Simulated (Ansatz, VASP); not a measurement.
# PbS in VASP and in Ansatz

File POSCAR:

```
PbS
1.0
    0.0000000000      2.9353500000      2.9650000000
    2.9353500000      0.0000000000      2.9650000000
    2.9353500000      2.9353500000      0.0000000000
Pb S
1 1
Direct
    0.0000000000      0.0000000000      0.0000000000
    0.5000000000      0.5000000000      0.5000000000
```

The input INCAR.step1:

```
SYSTEM = PbS
PREC = Accurate ; ENCUT = 520
ISMEAR = 0 ; SIGMA = 0.05
LREAL = .False. ; LASPH = .True.
NELM = 100 ; NBANDS = 17
GGA = PE ; ALGO = Normal
EDIFF = 1E-4 ; LWAVE = .True.
LCHARG = .False.
```

Contents of INCAR.step2:

```
SYSTEM = PbS
PREC = Accurate ; ENCUT = 520
EDIFF = 1E-6 ; ISMEAR = 0
SIGMA = 0.05 ; LREAL = .False.
LASPH = .True. ; NELM = 100
ALGO = Normal ; ISIF = 2
LWAVE = .False. ; LCHARG = .True.
METAGGA = R2SCAN ; LMIXTAU = .True.
LELF = .True. ; LVHAR = .True.
NBANDS = 17 ; ISTART = 1
```

KPOINTS

```
regular mesh
0
Gamma
  8 8 8
  0 0 0
```

Input for Ansatz:

```yaml
crystal:
  lattice:
    - [0.0, 2.93535, 2.965]
    - [2.93535, 0.0, 2.965]
    - [2.93535, 2.93535, 0.0]
  atoms:
    - { symbol: Pb, position: [0.0, 0.0, 0.0] }
    - { symbol: S, position: [0.5, 0.5, 0.5] }
basis:
  ecutwfc: 500
kpoints:
  mp_grid: { grid: [8, 8, 8] }
hamiltonian:
  xc: r2scan
scf:
  occupations: { method: gaussian, width: 0.05 }
output:
  forces: true
  stress: true
  eigenvalues: true
```

Change from the starting cell: strain -0.0100 x Voigt [1, 1, 0, 0, 0, 0], atoms carried along.

Alike in both runs: task single point; functional r2SCAN; k mesh 8 × 8 × 8; occupations gaussian, width 0.05 eV; no spin polarisation.

|  | VASP | Ansatz |
| --- | --- | --- |
| version | VASP 6.6.1 | Ansatz 0.2.0 |
| potentials or method | VASP PAW PBE potentials, release 64 (Pb_d, S), cutoff 520 eV | scalar-relativistic, plane waves, PAW |
| valence electrons in the cell | 20 | 20 |

Ansatz gave:

```
gap on the k mesh at the Fermi level (eV)                     : 0.52
least direct gap on the mesh (eV)                             : 0.52
pressure (GPa)                                                : 2.7
traceless stress, the component that is largest in VASP (GPa) : -0.97
```

Task: What did VASP give for the same quantities?

Result: gap on the k mesh at the Fermi level (eV): 0.53; least direct gap on the mesh (eV): 0.53; pressure (GPa): 2.7; traceless stress, the component that is largest in VASP (GPa): -0.98.

VASP's potentials were made for PBE, not for r2SCAN. The functional is the same, so the differences come from potentials, cutoffs and numerics.

Neither program's run includes spin-orbit coupling.
